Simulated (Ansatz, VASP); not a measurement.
## One calculation of TiN, two programs

INCAR

```
SYSTEM = TiN
PREC     = Accurate       ! precision mode
ENCUT    = 520            ! plane-wave cutoff, eV
EDIFF    = 1E-6           ! SCF threshold, eV
ISMEAR   = -1             ! smearing method
SIGMA    = 0.1            ! smearing width, eV
LREAL    = .False.        ! projectors in reciprocal space
LASPH    = .True.         ! aspherical terms in the spheres
NELM     = 80             ! most SCF steps
ALGO     = Normal         ! electronic algorithm
ISIF     = 2              ! what is computed and relaxed
LWAVE    = .False.        ! write WAVECAR
LCHARG   = .False.        ! write CHGCAR
NBANDS   = 16             ! bands
```

The input KPOINTS:

```
Automatic mesh
0
Gamma
  7 7 7
  0 0 0
```

Contents of POSCAR:

```
TiN
1.0
    0.0000000000      2.1190000000      2.1190000000
    2.1190000000      0.0000000000      2.1190000000
    2.1190000000      2.1190000000      0.0000000000
Ti N
1 1
Direct
    0.0000000000      0.0000000000      0.0000000000
    0.5000000000      0.5000000000      0.5000000000
```

Input for Ansatz:

```yaml
crystal:
  lattice:
    - [0.0, 2.119, 2.119]
    - [2.119, 0.0, 2.119]
    - [2.119, 2.119, 0.0]
  atoms:
    - { symbol: Ti, position: [0.0, 0.0, 0.0] }
    - { symbol: "N", position: [0.5, 0.5, 0.5] }
kpoints:
  mp_grid:
    grid: [7, 7, 7]
    shift: [0.0, 0.0, 0.0]
hamiltonian:
  xc: lda
  pseudopotentials:
    kind: paw
scf:
  n_extra_bands: 2
  convergence:
    dr2_threshold: 1.0e-08
  occupations:
    method: fermi_dirac
output:
  forces: true
  stress: true
  eigenvalues: true
```

Alike in both runs: task single point; functional LDA; k mesh 7 × 7 × 7; no spin polarisation.

|  | VASP | Ansatz |
| --- | --- | --- |
| version | VASP 6.6.1 | Ansatz 0.2.0 |
| potentials or method | VASP PAW LDA potentials, release 64 (Ti_sv, N) | plane waves, PAW |
| plane-wave cutoff (eV) | 520 | 420 |
| occupations | fermi-dirac, width 0.1 eV | fermi-dirac |
| valence electrons in the cell | 17 | 17 |

|  | VASP | Ansatz | Ansatz less VASP |
| --- | --- | --- | --- |
| gap on the k mesh at the Fermi level (eV) | none | none | - |
| pressure (GPa) | -12.6 | -13.6 | -0.95 |

LDA's correlation is that of Perdew and Zunger in VASP and of Perdew and Wang (1992) in Ansatz. A gap of «none» marks a metal or a gap that the smearing closes. Ansatz's warnings: stress scf threshold loose.

The k mesh is coarse, so the values compare programs but aren't converged.
